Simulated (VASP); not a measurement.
# LiH (a cell with a defect) in VASP: further runs, part 2 of 2

VASP 6.6.1. The steps go on from the part before.

## (3) Single point, PBEsol

The input, INCAR:

```
PREC     = Accurate       # precision mode
ENCUT    = 520            # plane-wave cutoff, eV
EDIFF    = 1E-7           # SCF threshold, eV
ISMEAR   = -1             # smearing method
SIGMA    = 0.05           # smearing width, eV
LREAL    = Auto         
LASPH    = True           # aspherical terms in the spheres
NELM     = 60             # most SCF steps
ALGO     = Normal         # electronic algorithm
ISIF     = 2              # what is computed and relaxed
LWAVE    = False          # write WAVECAR
LCHARG   = False          # write CHGCAR
GGA      = PS             # functional
NBANDS   = 99             # bands
ISYM     = 0
```

The input, KPOINTS:

```
Automatic mesh
0
Gamma
  1 1 1
  0.25 0.25 0.25
```

The input, POSCAR:

```
LiH
1.0
    7.9599380000      0.0000000000      0.0000000000
    0.0000000000      7.9599380000      0.0000000000
    0.0000000000      0.0000000000      7.9599380000
H Li
31 31
Direct
    0.2523250000      0.9995870000      0.9998550000
    0.2684030000      0.9994070000      0.4997040000
    0.2511440000      0.4998230000      0.9996660000
    0.7485560000      0.9996670000      0.9993480000
    0.7350890000      0.9994950000      0.4998920000
    0.7486670000      0.4994700000      0.9997560000
    0.7505230000      0.5000880000      0.5000420000
    0.0011000000      0.2524020000      0.0001770000
    0.0097360000      0.2740420000      0.4997140000
    0.0005880000      0.7471390000      0.9996680000
    0.0096840000      0.7248870000      0.4998460000
    0.4994860000      0.2511590000      0.9997380000
    0.4916850000      0.2586100000      0.4997900000
    0.4992320000      0.7479470000      0.0000320000
    0.4911170000      0.7409210000      0.4994470000
    0.0025590000      0.9997800000      0.2371950000
    0.0022850000      0.9994680000      0.7622890000
    0.0015100000      0.4998080000      0.2479290000
    0.0017750000      0.5000420000      0.7513960000
    0.4985800000      0.9996090000      0.2483330000
    0.4985790000      0.9995680000      0.7508180000
    0.4952680000      0.4995080000      0.2528500000
    0.4962090000      0.4992080000      0.7473370000
    0.2502720000      0.2536230000      0.2525320000
    0.2497650000      0.2542230000      0.7461320000
    0.2494310000      0.7452690000      0.2530210000
    0.2493250000      0.7454820000      0.7467300000
    0.7504720000      0.2509020000      0.2516230000
    0.7504270000      0.2506860000      0.7480450000
    0.7504570000      0.7486040000      0.2513420000
    0.7501860000      0.7484450000      0.7484090000
    0.9992000000      0.9997210000      0.9997530000
    0.9955080000      0.4994520000      0.9996500000
    0.9781200000      0.4995700000      0.4999390000
    0.5018310000      0.9994650000      0.9999040000
    0.5026860000      0.9995840000      0.4998070000
    0.5036440000      0.4997490000      0.9997420000
    0.5236990000      0.4996190000      0.4998630000
    0.2488060000      0.2445360000      0.9997480000
    0.2403200000      0.2198300000      0.4994160000
    0.2485450000      0.7545720000      0.9998520000
    0.2397120000      0.7791870000      0.4993980000
    0.7514400000      0.2468390000      0.9997430000
    0.7589670000      0.2377130000      0.4997610000
    0.7516850000      0.7526600000      0.9998600000
    0.7591000000      0.7612580000      0.4999280000
    0.2462170000      0.9996510000      0.2484060000
    0.2457490000      0.9993650000      0.7506420000
    0.2467140000      0.4999270000      0.2288310000
    0.2465970000      0.4996060000      0.7705880000
    0.7564690000      0.9997690000      0.2543300000
    0.7559650000      0.9992840000      0.7457420000
    0.7521540000      0.4997890000      0.2463360000
    0.7521670000      0.4997990000      0.7532770000
    0.0011170000      0.2454870000      0.2537820000
    0.0009090000      0.2449660000      0.7450290000
    0.0009000000      0.7540420000      0.2538800000
    0.0012100000      0.7536950000      0.7455880000
    0.4991980000      0.2490410000      0.2517840000
    0.4992540000      0.2488050000      0.7475660000
    0.4989360000      0.7505020000      0.2521130000
    0.4992010000      0.7504060000      0.7477320000
```

Potentials or basis: VASP PAW PBE potentials, release 64 (H, Li_sv).

Launch:

```bash
$ cat potpaw_PBE.64/H/POTCAR potpaw_PBE.64/Li_sv/POTCAR > POTCAR
$ mpirun -np 1 vasp_std > vasp.out
```

OUTCAR:

```text
PREC = Accurate
   ENCUT = 520
   EDIFF = 1E-7
   ISMEAR = -1
   LREAL = Auto
   LASPH = True
   NELM = 60
   ISIF = 2
   GGA = PS
   ISYM = 0

 ion  position               nearest neighbor table
   1  0.252  1.000  1.000-
   2  0.268  0.999  0.500-
   3  0.251  0.500  1.000-
   4  0.749  1.000  0.999-
   5  0.735  0.999  0.500-
   6  0.749  0.499  1.000-
[... 54 lines left out ...]
  61  0.499  0.751  0.252-
  62  0.499  0.750  0.748-

IMPORTANT INFORMATION: All symmetrisations will be switched off!
NOSYMM: (Re-)initialisation of all symmetry stuff for point group C_1.

----------------------------------------------------------------------------------------

                                     Primitive cell

  volume of cell :     504.3466

  direct lattice vectors                    reciprocal lattice vectors
     7.959938000  0.000000000  0.000000000     0.125629119  0.000000000  0.000000000
     0.000000000  7.959938000  0.000000000     0.000000000  0.125629119  0.000000000
     0.000000000  0.000000000  7.959938000     0.000000000  0.000000000  0.125629119

  length of vectors
     7.959938000  7.959938000  7.959938000     0.125629119  0.125629119  0.125629119

  position of ions in fractional coordinates (direct lattice)
     0.252325000  0.999587000  0.999855000
     0.268403000  0.999407000  0.499704000
     0.251144000  0.499823000  0.999666000
     0.748556000  0.999667000  0.999348000
     0.735089000  0.999495000  0.499892000
     0.748667000  0.499470000  0.999756000
[... 54 lines left out ...]
     0.498936000  0.750502000  0.252113000
     0.499201000  0.750406000  0.747732000

  ion indices of the primitive-cell ions
   primitive index   ion index
                 1           1
                 2           2
                 3           3
                 4           4
[... 127 lines left out ...]
   IMIX   =      4    mixing-type and parameters
     AMIX     =   0.40;   BMIX     =  1.00
     AMIX_MAG =   1.60;   BMIX_MAG =  1.00
  volume/ion in A,a.u.               =       8.13        54.90
  Fermi-wavevector in a.u.,A,eV,Ry     =   1.025587  1.938078 14.310989  1.051828
  Thomas-Fermi vector in A             =   2.159435
   LORBIT       =      0    0 simple, 1 ext, 2 COOP (PROOUT), +10 PAW based schemes
   GGA     = PS    functional components
   LHFCALC =     F    Hartree Fock is set to
   AEXX    =    0.0000 exact exchange contribution
   IVDW    =     0    specifies the selected vdW correction
   LEPSILON=     F    determine dielectric tensor
   LRPA    =     F    only Hartree local field effects (RPA)
 non-spin polarized calculation
  energy-cutoff  :      520.00
  volume of cell :      504.35
 maximum number of plane-waves:     13577
   NGX = 29   NGY = 29   NGZ = 29

 number of electron     123.9999884 magnetization

 Free energy of the ion-electron system (eV)
  ---------------------------------------------------
  ext. energy  EPLUGINS =         0.00000000
  ---------------------------------------------------
  free energy    TOTEN  =      -188.32272012 eV

  energy without entropy =     -188.32272012  energy(sigma->0) =     -188.32272012

 E-fermi :   0.9488     XC(G=0):  -8.5390

 val. band max:       -0.2926504796   @ k =  -0.2500  -0.2500   0.2500
 cond. band min:       2.5136229231   @ k =  -0.2500   0.2500   0.2500
 fundamental gap:      2.8062734026
 Fermi energy:         0.9488193739

 k-point     1 :       0.2500    0.2500    0.2500
  band No.  band energies     occupation
      1     -43.9223      2.00000
      2     -43.9206      2.00000
      3     -43.8057      2.00000
      4     -43.6512      2.00000
      5     -43.6469      2.00000
      6     -43.6318      2.00000
[... 297 lines left out ...]
     73       5.1102      0.00000
     74       5.1447      0.00000
 [bands above 74 left out]

------------------------ aborting loop because EDIFF is reached ----------------------------------------

  FORCE on cell =-STRESS in cart. coord.  units (eV):
  Direction    XX          YY          ZZ          XY          YZ          ZX
  --------------------------------------------------------------------------------------
  -------------------------------------------------------------------------------------
  Total       -0.7862196     -0.2354595      0.4607313      0.0044889     -0.0035690     -0.0006338
  in kB       -2.4976145     -0.7479935      1.4636232      0.0142602     -0.0113378     -0.0020135
  external PRESSURE =      -0.5939950 kB  Pullay stress =       0.0000000 kB

 VOLUME and BASIS-vectors are now :
 -----------------------------------------------------------------------------
  energy-cutoff  :      520.00
  volume of cell :      504.35
      direct lattice vectors                 reciprocal lattice vectors
     7.959938000  0.000000000  0.000000000     0.125629119  0.000000000  0.000000000
     0.000000000  7.959938000  0.000000000     0.000000000  0.125629119  0.000000000
     0.000000000  0.000000000  7.959938000     0.000000000  0.000000000  0.125629119

 POSITION                                       TOTAL-FORCE (eV/Angst)
 -----------------------------------------------------------------------------------
      2.00849      7.95665      7.95878         0.017333     -0.000346     -0.004831
      2.13647      7.95522      3.97761        -0.017691      0.005092     -0.001256
      1.99909      3.97856      7.95728        -0.006358     -0.002788      0.002020
      5.95846      7.95729      7.95475        -0.009007      0.000157      0.009950
      5.85126      7.95592      3.97911         0.007006      0.000457     -0.001880
      5.95934      3.97575      7.95800         0.005347      0.003362      0.002253
[... 54 lines left out ...]
      3.97150      5.97395      2.00680         0.005054     -0.000886     -0.003340
      3.97361      5.97319      5.95190        -0.003682      0.000248     -0.003041
 -----------------------------------------------------------------------------------
    total drift:                               -0.000963      0.005842      0.002363

  FREE ENERGIE OF THE ION-ELECTRON SYSTEM (eV)
  ---------------------------------------------------
  free  energy   TOTEN  =      -188.3227201223 eV

  energy  without entropy=     -188.3227201223  energy(sigma->0) =     -188.32272012
```

Run time: 10 min. Hardware: 1 thread of Intel Xeon Platinum 8259CL at 2.50GHz (Skylake/Cascade Lake), shared host; peak memory 0.55 GiB.

What came out:

| Item | Value |
| --- | --- |
| Free energy | -188.3227 eV |
| Largest force | 0.023 eV/Å |
| Band gap on the k mesh | 2.81 eV |

Forces on the atoms (eV/Å):
```
H    0.017  0.000 -0.005
H   -0.018  0.005 -0.001
H   -0.006 -0.003  0.002
H   -0.009  0.000  0.010
H    0.007  0.000 -0.002
H    0.005  0.003  0.002
H   -0.008 -0.005 -0.004
H   -0.002  0.008 -0.011
H   -0.008 -0.009 -0.003
H    0.007 -0.013  0.003
H   -0.011  0.015 -0.003
H   -0.005  0.003  0.000
H    0.009 -0.007 -0.002
H   -0.002  0.000 -0.004
H    0.014 -0.004  0.010
H   -0.002 -0.002 -0.009
H    0.002  0.002  0.009
H    0.013 -0.004 -0.003
H    0.006 -0.010  0.006
H    0.015  0.000 -0.012
H    0.010 -0.002  0.020
H    0.007  0.004  0.005
H   -0.011  0.012 -0.016
H   -0.011  0.010  0.006
H   -0.001 -0.003  0.006
H    0.004 -0.001 -0.005
H    0.010 -0.008 -0.003
H   -0.002 -0.007 -0.006
H    0.000 -0.005  0.003
H   -0.004  0.005  0.000
H    0.001  0.007 -0.002
Li  -0.005 -0.001 -0.001
Li   0.003  0.004  0.001
Li  -0.018 -0.003 -0.004
Li   0.000  0.002 -0.004
Li  -0.013 -0.001 -0.003
Li  -0.007 -0.003  0.001
Li  -0.013  0.002  0.001
Li   0.004  0.010 -0.003
Li   0.003  0.005  0.002
Li   0.004 -0.005 -0.003
Li   0.013 -0.001  0.006
Li  -0.002 -0.005 -0.001
Li   0.008  0.016  0.003
Li  -0.008 -0.002  0.000
Li   0.008 -0.011 -0.002
Li  -0.001  0.000  0.017
Li   0.007  0.005 -0.011
Li   0.004 -0.008  0.014
Li   0.010  0.002 -0.013
Li  -0.004 -0.003 -0.001
Li   0.003  0.006 -0.009
Li  -0.004  0.000  0.009
Li  -0.004 -0.006 -0.008
Li  -0.002 -0.006  0.006
Li   0.001  0.001  0.006
Li  -0.004  0.004  0.005
Li  -0.010  0.010 -0.002
Li   0.002 -0.004  0.002
Li  -0.001  0.000  0.000
Li   0.005 -0.001 -0.003
Li  -0.004  0.000 -0.003
```

Caveat: the cutoff is under 1.25 times the usual one of these potentials, so pressure, stress and relaxed cells hold a basis-set (Pulay) error; the PAW data sets were made with another functional, which shifts forces and pressure a little.
